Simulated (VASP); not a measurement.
Set up this calculation in VASP 6.6.1, as the native input.

| Quantity | Value |
| --- | --- |
| Task | single point |
| Functional | PBE |
| Potentials or basis | VASP PAW PBE potentials, release 64 (Ti_sv, C) |
| Cutoff | 520 eV |
| k mesh | 3 × 3 × 3 |
| Occupations | gaussian, width 0.1 eV |
| Spin | no spin polarisation |
| Dipole correction | no |
| Further INCAR settings | LREAL = Auto; ALGO = Normal; EDIFF = 1e-07; NBANDS = 78; ISYM = 0 |

The structure of TiC lies in POSCAR:

```
TiC
1.0
    0.0009847629      4.3499686395      4.3500855784
    4.5218075991      0.0005193734      4.3505509679
    4.5211829413      4.3498093711      0.0011440312
Ti C
8 8
Direct
    0.5307394397      0.9676400325     -0.0311253948
    0.5208171797      0.9578870616      0.4786238680
    0.5208147057      0.4775957060      0.9588122864
    1.0037272138     -0.0051819496      0.9957165969
    0.0405318264     -0.0422397719      0.4786517134
    1.0405495992      0.4775879858      0.9587464348
    0.0305616570      0.4677901953      0.4686580477
    0.5575621269      0.4406445332      0.4417845093
    0.3524248036      0.6459757119      0.6470916359
    0.2807394626      0.2177042735      0.2187332147
    0.2806612951      0.2177143741      0.7187111318
    0.2806249520      0.7176779428      0.2187875147
    0.2089048089      0.7895433302      0.7903560411
    0.7806375798      0.2176782121      0.7187243249
    0.7806735939      0.7176991816      0.2187097641
    0.7806367613      0.7177223597      0.7187137823
```

These files were run (other wordings do the same):

INCAR

```
PREC     = Accurate       # precision mode
ENCUT    = 520            # plane-wave cutoff, eV
EDIFF    = 1E-7           # SCF threshold, eV
ISMEAR   = 0              # smearing method
SIGMA    = 0.1            # smearing width, eV
LREAL    = Auto         
LASPH    = T              # aspherical terms in the spheres
NELM     = 80             # most SCF steps
ALGO     = Normal         # electronic algorithm
ISIF     = 2              # what is computed and relaxed
LWAVE    = F              # write WAVECAR
LCHARG   = F              # write CHGCAR
GGA      = PE             # functional
ISYM     = 0            
NBANDS   = 78             # bands
```

KPOINTS

```
regular mesh
0
Gamma
  3 3 3
```

Potentials or basis: VASP PAW PBE potentials, release 64 (Ti_sv, C).

Run with:

```console
$ cat potpaw_PBE.64/Ti_sv/POTCAR potpaw_PBE.64/C/POTCAR > POTCAR
$ mpirun -np 1 vasp_std > vasp.out
```

Results of the run:

| Item | Value |
| --- | --- |
| Pressure | 0.5 GPa |
| Largest force | 0.082 eV/Å |
| Band gap on the k mesh | zero (bands 64 and 65 overlap by 0.19 eV) |

Caveat: the k points lie up to 0.41 Å⁻¹ apart.

Wall time 6.7 min on 1 thread of Intel(R) Xeon(R) 6975P-C (Granite Rapids), with other jobs on the host, peak memory 0.37 GiB.
